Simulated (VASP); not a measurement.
# Ge (P3_221) in VASP: further runs

The runs below take Ge through single point, relaxation of cell and atoms, with PBE.

All numbers are computed with VASP 6.6.1; they aren't measurements. Logs are shortened: lines on timing, memory, paths and dates and some standing lists are left out, and cuts for length are marked.

## 1. The cell of the first run

The structure is trigonal, space group P3_221 (No. 154). The conventional cell has a = 5.999 Å, b = 5.999 Å, c = 5.940 Å, α = 90.00°, β = 90.00°, γ = 120.00°. Ge (site symmetry 1) has 11 Ge at 2.64 to 3.48 Å within 3.5 Å. Within 3.5 Å of Ge (site symmetry 2) lie 8 Ge at 2.63 to 3.42 Å.

The cell was generated, and may not be a known phase.

## 2. Single point, PBE

File INCAR:

```
SYSTEM = Ge
PREC = Accurate ; ENCUT = 520
EDIFF = 1E-6 ; ISMEAR = 0
SIGMA = 0.1 ; LREAL = .False.
LASPH = .True. ; NELM = 60
ALGO = Normal ; ISIF = 2
LWAVE = .False. ; LCHARG = .False.
GGA = PE ; NBANDS = 73
```

File KPOINTS:

```
Automatic mesh
0
Gamma
  3 3 4
  0 0 0
```

File POSCAR:

```
Ge
1.0
    5.9985883008      0.0000000027      0.0000000000
   -2.9992941527      5.1949298540      0.0000000000
    0.0000000000      0.0000000000      5.9403492261
Ge
9
Direct
    0.5316848950      0.1442419386      0.4309793801
    0.8557580614      0.3874429563      0.0976460468
    0.6125570437      0.4683151050      0.7643127134
    0.1442419386      0.5316848950      0.5690206199
    0.3874429563      0.8557580614      0.9023539532
    0.4683151050      0.6125570437      0.2356872866
    0.8339621960      0.0000000000      0.6666666667
    0.0000000000      0.8339621960      0.3333333333
    0.1660378040      0.1660378040      0.0000000000
```

Potentials or basis: VASP PAW PBE potentials, release 64 (Ge_d).

The run is started by

```sh
$ cat potpaw_PBE.64/Ge_d/POTCAR > POTCAR
$ mpirun -np 1 vasp_std > vasp.out
```

OUTCAR:

```text
SYSTEM = Ge
   PREC = Accurate
   ENCUT = 520
   EDIFF = 1E-6
   ISMEAR = 0
   LREAL = .False.
   LASPH = .True.
   NELM = 60
   ISIF = 2
   GGA = PE

 ion  position               nearest neighbor table
   1  0.532  0.144  0.431-   3 2.64   2 2.64   7 2.75   8 2.83
   2  0.856  0.387  0.098-   1 2.64   3 2.64   8 2.75   9 2.83
   3  0.613  0.468  0.764-   1 2.64   2 2.64   9 2.75   7 2.83
   4  0.144  0.532  0.569-   6 2.64   5 2.64   8 2.75   7 2.83
   5  0.387  0.856  0.902-   4 2.64   6 2.64   7 2.75   9 2.83
   6  0.468  0.613  0.236-   4 2.64   5 2.64   9 2.75   8 2.83
   7  0.834  0.000  0.667-   9 2.63   8 2.63   1 2.75   5 2.75   3 2.83   4 2.83
   8  0.000  0.834  0.333-   9 2.63   7 2.63   4 2.75   2 2.75   6 2.83   1 2.83
   9  0.166  0.166  0.000-   8 2.63   7 2.63   6 2.75   3 2.75   5 2.83   2 2.83

  LATTYP: Found a hexagonal cell.
 ALAT       =     5.9985883008
 C/A-ratio  =     0.9902912032

  Lattice vectors:

 A1 = (   5.9985883008,   0.0000000027,   0.0000000000)
 A2 = (  -2.9992941527,   5.1949298540,   0.0000000000)
 A3 = (   0.0000000000,   0.0000000000,   5.9403492261)

Analysis of symmetry for initial positions (statically):
=====================================================================
 Subroutine PRICEL returns:
 Original cell was already a primitive cell.

 Routine SETGRP: Setting up the symmetry group for a
 hexagonal supercell.

 Subroutine GETGRP returns: Found  6 space group operations
 (whereof  2 operations were pure point group operations)
 out of a pool of 24 trial point group operations.

The static configuration has the point symmetry C_2 .
 The point group associated with its full space group is D_3 .

Analysis of symmetry for dynamics (positions and initial velocities):
=====================================================================
 Subroutine PRICEL returns:
 Original cell was already a primitive cell.

 Routine SETGRP: Setting up the symmetry group for a
 hexagonal supercell.

 Subroutine GETGRP returns: Found  6 space group operations
 (whereof  2 operations were pure point group operations)
 out of a pool of 24 trial point group operations.

The dynamic configuration has the point symmetry C_2 .
 The point group associated with its full space group is D_3 .

[... 100 lines left out ...]
   NSW    =      0    number of steps for IOM
   IBRION =     -1    ionic relax: 0-MD 1-quasi-New 2-CG
   NFREE  =      0    steps in history (QN), initial steepest desc. (CG)
   ISIF   =      2    stress and relaxation
   ISYM   =      2    0-nonsym 1-usesym 2-fastsym
   POTIM  = 0.5000    time-step for ionic-motion
   TEBEG  =    0.0;   TEEND  =   0.0 temperature during run
   PSTRESS=    0.0 pullay stress
   NELECT =     126.0000    total number of electrons
   NUPDOWN=      -1.0000    fix difference up-down
   EMIN   =  10.00;   EMAX   =-10.00  energy-range for DOS
   EFERMI =   0.00;   METHOD = LEGACY
   ISMEAR =     0;   SIGMA  =   0.10  broadening in eV -4-tet -1-fermi 0-gaus
   EFERMI_NEDOS =   21; number of points for ismear=-14 and -15
   IALGO  =     38    algorithm
   IMIX   =      4    mixing-type and parameters
     AMIX     =   0.40;   BMIX     =  1.00
     AMIX_MAG =   1.60;   BMIX_MAG =  1.00
  volume/ion in A,a.u.               =      20.57       138.80
  Fermi-wavevector in a.u.,A,eV,Ry     =   1.440074  2.721345 28.215936  2.073813
  Thomas-Fermi vector in A             =   2.558859
   LORBIT       =      0    0 simple, 1 ext, 2 COOP (PROOUT), +10 PAW based schemes
   GGA     = PE    functional components
   LHFCALC =     F    Hartree Fock is set to
   AEXX    =    0.0000 exact exchange contribution
   IVDW    =     0    specifies the selected vdW correction
   LEPSILON=     F    determine dielectric tensor
   LRPA    =     F    only Hartree local field effects (RPA)
 non-spin polarized calculation
 Gauss-broadening in eV      SIGMA  =   0.10
  energy-cutoff  :      520.00
  volume of cell :      185.11
 maximum number of plane-waves:      5001
 NGX is ok and might be reduce to    48
   NGX = 23   NGY = 23   NGZ = 23

 number of electron     126.0000061 magnetization

 Free energy of the ion-electron system (eV)
  ---------------------------------------------------
  ext. energy  EPLUGINS =         0.00000000
  ---------------------------------------------------
  free energy    TOTEN  =       -37.94737425 eV

  energy without entropy =      -37.92299202  energy(sigma->0) =      -37.93518314

 E-fermi :   5.7735     XC(G=0): -10.7610

 val. band max:        5.7638531862   @ k =   0.3333   0.3333   0.2500
 cond. band min:       5.8441611555   @ k =   0.3333   0.3333   0.2500
 fundamental gap:      0.0803079694
 Fermi energy:         5.7734761898

 k-point     1 :       0.0000    0.0000    0.0000
  band No.  band energies     occupation
      1     -18.9199      2.00000
      2     -18.9199      2.00000
      3     -18.9046      2.00000
      4     -18.9043      2.00000
      5     -18.9024      2.00000
      6     -18.9024      2.00000
[... 749 lines left out ...]
     72       8.8938      0.00000
     73       8.8945      0.00000

------------------------ aborting loop because EDIFF is reached ----------------------------------------

  FORCE on cell =-STRESS in cart. coord.  units (eV):
  Direction    XX          YY          ZZ          XY          YZ          ZX
  --------------------------------------------------------------------------------------
  -------------------------------------------------------------------------------------
  Total       -0.1098507     -0.1098507      0.0212243     -0.0000000     -0.0000000      0.0000000
  in kB       -0.9507643     -0.9507643      0.1836976     -0.0000000     -0.0000000      0.0000000
  external PRESSURE =      -0.5726103 kB  Pullay stress =       0.0000000 kB

 VOLUME and BASIS-vectors are now :
 -----------------------------------------------------------------------------
  energy-cutoff  :      520.00
  volume of cell :      185.11
      direct lattice vectors                 reciprocal lattice vectors
     5.998588301  0.000000003  0.000000000     0.166705890  0.096247690  0.000000000
    -2.999294153  5.194929854  0.000000000    -0.000000000  0.192495381  0.000000000
     0.000000000  0.000000000  5.940349226     0.000000000  0.000000000  0.168340271

 POSITION                                       TOTAL-FORCE (eV/Angst)
 -----------------------------------------------------------------------------------
      2.75673      0.74933      2.56017        -0.003727      0.029682     -0.001406
      3.97128      2.01274      0.58005        -0.023842     -0.018068     -0.001406
      2.26986      2.43286      4.54028         0.027568     -0.011613     -0.001406
     -0.72943      2.76207      3.38018         0.027568      0.011613      0.001406
     -0.24256      4.44560      5.36030        -0.003727     -0.029682      0.001406
      0.97199      3.18219      1.40006        -0.023842      0.018068      0.001406
      5.00260      0.00000      3.96023         0.000984      0.000000      0.000000
     -2.50130      4.33238      1.98012        -0.000492      0.000853      0.000000
      0.49800      0.86255      0.00000        -0.000492     -0.000853      0.000000
 -----------------------------------------------------------------------------------
    total drift:                               -0.000000      0.000001      0.000000

  FREE ENERGIE OF THE ION-ELECTRON SYSTEM (eV)
  ---------------------------------------------------
  free  energy   TOTEN  =       -37.9473742544 eV

  energy  without entropy=      -37.9229920159  energy(sigma->0) =      -37.93518314
```

OSZICAR:

```text
N       E                     dE             d eps       ncg     rms          rms(c)
DAV:   1     0.165842135763E+04    0.16584E+04   -0.55245E+04  1660   0.491E+03
DAV:   2     0.298795194548E+03   -0.13596E+04   -0.13269E+04  1460   0.119E+03
DAV:   3    -0.139540703227E+01   -0.30019E+03   -0.28994E+03  1476   0.285E+02
DAV:   4    -0.364587630093E+02   -0.35063E+02   -0.33203E+02  1699   0.953E+01
DAV:   5    -0.380047544590E+02   -0.15460E+01   -0.15309E+01  1648   0.222E+01    0.424E+00
DAV:   6    -0.379678242573E+02    0.36930E-01   -0.49356E-01  2392   0.770E+00    0.229E+00
DAV:   7    -0.379472662769E+02    0.20558E-01   -0.18199E-01  1680   0.362E+00    0.352E-01
DAV:   8    -0.379471866338E+02    0.79643E-04   -0.27808E-02  1632   0.194E+00    0.149E-01
DAV:   9    -0.379472919621E+02   -0.10533E-03   -0.31529E-03  1808   0.143E+00    0.601E-02
DAV:  10    -0.379473523140E+02   -0.60352E-04   -0.81420E-04  1616   0.941E-01    0.250E-02
DAV:  11    -0.379473690386E+02   -0.16725E-04   -0.33690E-04  2032   0.297E-01    0.137E-02
DAV:  12    -0.379473736385E+02   -0.45999E-05   -0.80615E-05  1752   0.668E-02    0.627E-03
DAV:  13    -0.379473742544E+02   -0.61591E-06   -0.21014E-06  1190   0.284E-02
   1 F= -.37947374E+02 E0= -.37935183E+02  d E =-.243822E-01
```

stdout:

```text
POSCAR found type information on POSCAR Ge
 POSCAR found :  1 types and       9 ions
 scaLAPACK will be used
 LDA part: xc-table for (Slater+PW92), standard interpolation
 POSCAR, INCAR and KPOINTS ok, starting setup
 FFT: planning ... GRIDC
 FFT: planning ... GRID_SOFT
 FFT: planning ... GRID
 WAVECAR not read
 entering main loop
```

Wall time 1.8 min (1 thread of Intel Xeon Platinum 8488C (Sapphire Rapids), shared host); peak memory 0.34 GiB.

What came out:

```
Free energy            : -37.9474 eV
Pressure               : -0.1 GPa
Largest force          : 0.030 eV/Å
Band gap on the k mesh : zero (bands 63 and 64 overlap by 3.61 eV)
```

Forces in eV/Å, atoms in the order of the input:
```
Ge  -0.004  0.030 -0.001
Ge  -0.024 -0.018 -0.001
Ge   0.028 -0.012 -0.001
Ge   0.028  0.012  0.001
Ge  -0.004 -0.030  0.001
Ge  -0.024  0.018  0.001
Ge   0.001  0.000  0.000
Ge   0.000  0.001  0.000
Ge   0.000 -0.001  0.000
```

Caveat: the k points lie up to 0.40 Å⁻¹ apart, too coarse for converged energies and pressures of a metal.

## 3. Single point, PBE

This run uses another cell than the first one, of 21.64 Å³/atom.

File INCAR:

```
PREC = Accurate
ENCUT = 520
EDIFF = 1E-7
ISMEAR = 0
SIGMA = 0.1
LREAL = False
LASPH = True
NELM = 60
ALGO = Normal
ISIF = 2
LWAVE = False
LCHARG = True
GGA = PE
LELF = True
LVHAR = True
NBANDS = 73
```

File KPOINTS:

```
regular mesh
0
Gamma
  3 3 4
```

File POSCAR:

```
Ge
1.0
    6.4077619300      0.0000000000      0.0000000000
   -3.2038809700      5.5492846100      0.0000000000
    0.0000000000      0.0000000000      5.4776662500
Ge
9
Direct
    0.7639963300      0.2876489900      0.5976914600
    0.7123510100      0.4763473400      0.2643581200
    0.5236526600      0.2360036700      0.9310247900
    0.2876489900      0.7639963300      0.4023085400
    0.4763473400      0.7123510100      0.7356418800
    0.2360036700      0.5236526600      0.0689752100
    0.8709721100      0.0000000000      0.6666666700
    0.0000000000      0.8709721100      0.3333333300
    0.1290278900      0.1290278900      0.0000000000
```

Potentials or basis: VASP PAW PBE potentials, release 64 (Ge_d).

The run is started by

```sh
$ cat potpaw_PBE.64/Ge_d/POTCAR > POTCAR
$ mpirun -np 1 vasp_std > vasp.out
```

Run time: 2.7 min. Hardware: 1 thread of Intel Xeon Platinum 8488C (Sapphire Rapids), shared host; peak memory 0.32 GiB.

Results (log left out):

| Item | Value |
| --- | --- |
| Free energy | -34.2796 eV |
| Pressure | 15.6 GPa |
| Largest force | 1.019 eV/Å |
| Band gap on the k mesh | zero (bands 63 and 64 overlap by 0.56 eV) |

Forces on the atoms (eV/Å):
```
Ge   0.278  0.893 -0.403
Ge  -0.913 -0.206 -0.403
Ge   0.635 -0.688 -0.403
Ge   0.635  0.688  0.403
Ge   0.278 -0.893  0.403
Ge  -0.913  0.206  0.403
Ge   0.679  0.000  0.000
Ge  -0.339  0.588  0.000
Ge  -0.339 -0.588  0.000
```

Stress tensor (GPa, compression positive):
```
14.05  0.00  0.00
 0.00 14.05  0.00
 0.00  0.00 18.67
```

Levels at points of the mesh, in eV from the Fermi level:
| k point | band 59 | band 60 | band 61 | band 62 | band 63 | band 64 | band 65 | band 66 | band 67 | band 68 |
| --- | --- | --- | --- | --- | --- | --- | --- | --- | --- | --- |
| (0.00, 0.00, 0.00) | -2.55 | -2.47 | -2.08 | -2.08 | -0.38 | 0.36 | 0.36 | 0.39 | 2.33 | 2.33 |
| (0.00, 0.00, 0.50) | -3.94 | -1.00 | -0.28 | 0.33 | 0.33 | 0.68 | 0.72 | 2.37 | 2.37 | 2.75 |

Caveat: the k points lie up to 0.38 Å⁻¹ apart, too coarse for converged energies and pressures of a metal; semilocal functionals underestimate gaps, and a narrow one can read as zero; forces of over 1 eV/Å act on the atoms, so gaps and moduli don't describe the material at rest.

## 4. Relaxation of cell and atoms, PBE

This run uses another cell than the first one, of 21.64 Å³/atom.

File INCAR:

```
ALGO = Normal
EDIFF = 1E-6
EDIFFG = -0.04
ENCUT = 600
GGA = PE
IBRION = 2
ISIF = 3
ISMEAR = 0
LASPH = T
LCHARG = F
LREAL = F
LWAVE = F
NELM = 80
NSW = 90
PREC = Accurate
SIGMA = 0.1
```

File KPOINTS:

```
k-points
0
Gamma
  3 3 4
```

POSCAR is that of step 3.

The run is started by

```sh
$ cat potpaw_PBE.64/Ge_d/POTCAR > POTCAR
$ mpirun -np 1 vasp_std > vasp.out
```

It took 49 min on 1 thread of Intel Xeon Platinum 8488C (Sapphire Rapids), shared host; peak memory 0.44 GiB.

It converged, with:

- Free energy: -36.8533 eV
- Relaxed volume: 23.40 Å³/atom
- Relaxed cell: a = 6.014 Å, b = 6.014 Å, c = 6.723 Å, α = 90.00°, β = 90.00°, γ = 120.00°
- Space group after relaxing (to 0.1 Å): P3_221 (No. 154)
- Energy gained by relaxing: 285.9 meV/atom
- Ionic steps: 22
- Pressure after relaxing: -0.1 GPa
- Largest force after relaxing: 0.035 eV/Å
- Band gap on the k mesh: zero (bands 63 and 64 overlap by 1.05 eV)

Forces in eV/Å, atoms in the order of the input:
```
Ge   0.007 -0.005 -0.033
Ge   0.001  0.009 -0.033
Ge  -0.008 -0.004 -0.033
Ge  -0.008  0.004  0.033
Ge   0.007  0.005  0.033
Ge   0.001 -0.009  0.033
Ge   0.020  0.000  0.000
Ge  -0.010  0.017  0.000
Ge  -0.010 -0.017  0.000
```

Stress tensor (GPa, compression positive):
```
-0.13  0.00  0.00
 0.00 -0.13  0.00
 0.00  0.00  0.02
```

Step by step:
| step | energy change (eV) | largest force (eV/Å) | pressure (GPa) | volume (Å³) |
| --- | --- | --- | --- | --- |
| 1 | 0.0000 | 1.0188 | 15.68 | 194.78 |
| 2 | -1.8002 | 0.3767 | -3.09 | 260.74 |
| 3 | -1.9995 | 0.3093 | 0.02 | 240.42 |
| 4 | -1.9997 | 0.2929 | -0.38 | 242.01 |
| 5 | -2.0525 | 0.3290 | -0.34 | 241.25 |
| 6 | -2.1288 | 0.4498 | -0.58 | 239.38 |
| 7 | -2.0558 | 1.1831 | 0.00 | 235.18 |
| 8 | -2.1389 | 0.5815 | -0.46 | 238.33 |
| 9 | -2.1663 | 0.5539 | -0.39 | 237.48 |
| 10 | -2.2345 | 0.4789 | -0.38 | 234.93 |
| 11 | -2.3175 | 0.3772 | -0.01 | 229.79 |
| 12 | -2.3939 | 0.3619 | 0.77 | 219.40 |
| 13 | -2.3852 | 0.4640 | 3.11 | 198.34 |
| 14 | -2.4464 | 0.4125 | 1.59 | 211.64 |
| 15 | -2.4574 | 0.4427 | 2.17 | 205.00 |
| 16 | -2.5152 | 0.2198 | -0.28 | 209.63 |
| 17 | -2.5191 | 0.2630 | 0.24 | 208.64 |
| 18 | -2.5331 | 0.2029 | 0.17 | 209.13 |
| 19 | -2.5576 | 0.1207 | -0.02 | 210.44 |
| 20 | -2.5409 | 0.3059 | -0.35 | 213.03 |
| 21 | -2.5621 | 0.1169 | -0.16 | 211.25 |
| 22 | -2.5729 | 0.0345 | -0.08 | 210.58 |

Final structure:
```xyz
9
Lattice="6.0140 0.0000 0.0000 -3.0070 5.2083 0.0000 0.0000 0.0000 6.7230" Properties=species:S:1:pos:R:3 pbc="T T T"
Ge    3.7223    1.9182    3.7838
Ge    2.4917    2.2645    1.5428
Ge    2.8071    1.0256    6.0248
Ge   -0.1999    4.1827    2.9392
Ge    0.7153    3.2901    5.1802
Ge   -0.5153    2.9438    0.6982
Ge    5.3136    0.0000    4.4820
Ge   -2.6568    4.6017    2.2410
Ge    0.3502    0.6066    0.0000
```

Levels at points of the mesh, in eV from the Fermi level:
| k point | band 60 | band 61 | band 62 | band 63 | band 64 | band 65 | band 66 | band 67 |
| --- | --- | --- | --- | --- | --- | --- | --- | --- |
| (0.00, 0.00, 0.00) | -2.16 | -2.16 | -1.51 | -0.84 | -0.84 | -0.77 | 0.61 | 3.32 |
| (0.00, 0.00, 0.50) | -2.19 | -1.14 | -0.78 | -0.76 | 0.76 | 0.90 | 0.90 | 1.42 |

Caveat: the k points lie up to 0.40 Å⁻¹ apart in the final cell, too coarse for converged energies and pressures of a metal; a cell axis changed by over 15 % at a fixed basis, so the end point is rough.

## 5. Single point, PBE

This run uses another cell than the first one, of 20.25 Å³/atom.

File INCAR:

```
SYSTEM = Ge
ALGO = Normal ; EDIFF = 1E-7
ENCUT = 520 ; GGA = PE
ISIF = 2 ; ISMEAR = 0
LASPH = .TRUE. ; LCHARG = .FALSE.
LREAL = .FALSE. ; LWAVE = .FALSE.
NBANDS = 73 ; NELM = 100
PREC = Accurate ; SIGMA = 0.1
```

File KPOINTS:

```
k-points
0
G
  6 6 6
  0 0 0
```

File POSCAR:

```
Ge
1.0
    5.9722272289      0.0000000000      0.0000000000
   -2.9861136144      5.1721004974      0.0000000000
    0.0000000000      0.0000000000      5.9008341327
Ge
9
Direct
    0.5341066868      0.1365015473      0.4195773684
    0.8634984527      0.3976051395      0.0862440350
    0.6023948605      0.4658933132      0.7529107017
    0.1365015473      0.5341066868      0.5804226316
    0.3976051395      0.8634984527      0.9137559650
    0.4658933132      0.6023948605      0.2470892983
    0.8304821751      0.0000000000      0.6666666667
    0.0000000000      0.8304821751      0.3333333333
    0.1695178249      0.1695178249      0.0000000000
```

The run is started by

```sh
$ cat potpaw_PBE.64/Ge_d/POTCAR > POTCAR
$ mpirun -np 1 vasp_std > vasp.out
```

Run time: 7.1 min. Hardware: 1 thread of Intel Xeon Platinum 8488C (Sapphire Rapids), shared host; peak memory 0.49 GiB.

Results (log left out):

| Quantity | Value |
| --- | --- |
| Free energy | -38.2046 eV |
| Pressure | 0.0 GPa |
| Band gap on the k mesh | zero (bands 63 and 64 overlap by 3.80 eV) |

Forces on the atoms (eV/Å):
```
Ge  -0.002  0.001 -0.002
Ge   0.000 -0.002 -0.002
Ge   0.001  0.001 -0.002
Ge   0.001 -0.001  0.002
Ge  -0.002 -0.001  0.002
Ge   0.000  0.002  0.002
Ge   0.002  0.000  0.000
Ge  -0.001  0.002  0.000
Ge  -0.001 -0.002  0.000
```

Levels at points of the mesh, in eV from the Fermi level:
```
           k point  band 61  band 62  band 63  band 64  band 65  band 66
(0.00, 0.00, 0.00)    -2.01    -1.99    -1.87    -1.56    -1.56     0.60
(0.50, 0.00, 0.00)    -1.75    -0.14     0.78     1.09     1.11     1.54
(0.00, 0.00, 0.50)    -2.05     1.96     2.24     2.24     2.28     2.33
(0.50, 0.00, 0.50)    -1.18    -0.69    -0.58     0.00     0.24     0.35
```

## 6. The runs side by side

```tsv
task	cell	k mesh	cutoff (eV)	gap on the mesh (eV)	pressure (GPa)	largest force (eV/Å)
single point	a = 5.999, b = 5.999, c = 5.940 Å, angles 90.0, 90.0, 120.0°, 9 atoms, atomic positions A	3 × 3 × 4	520	none	-0.1	0.03
single point	a = 6.408, b = 6.408, c = 5.478 Å, angles 90.0, 90.0, 120.0°, 9 atoms, atomic positions B	3 × 3 × 4	520	none	15.6	1.02
relaxation of cell and atoms	relaxed from a = 6.408, b = 6.408, c = 5.478 Å, angles 90.0, 90.0, 120.0°, 9 atoms, atomic positions B	3 × 3 × 4	600	none	-0.1	0.03
single point	a = 5.972, b = 5.972, c = 5.901 Å, angles 90.0, 90.0, 120.0°, 9 atoms, atomic positions C	6 × 6 × 6	520	none	0.0	-
```

Alike in all rows: level PBE; potentials or basis VASP PAW PBE potentials, release 64 (Ge_d); no spin polarisation; smearing gaussian 0.1 eV.

Caveats: some runs use coarse meshes; semilocal functionals underestimate gaps, and a narrow one can read as zero (at least some runs); forces of over 1 eV/Å act on the atoms, so gaps and moduli don't describe the material at rest (at least some runs); a cell axis changed by over 15 % at a fixed basis, so the end point is rough (at least some runs).

Absolute energies hang on the potentials; compare differences alone.

The gap in the log of VASP goes by the Fermi energy; the results here count the filled bands.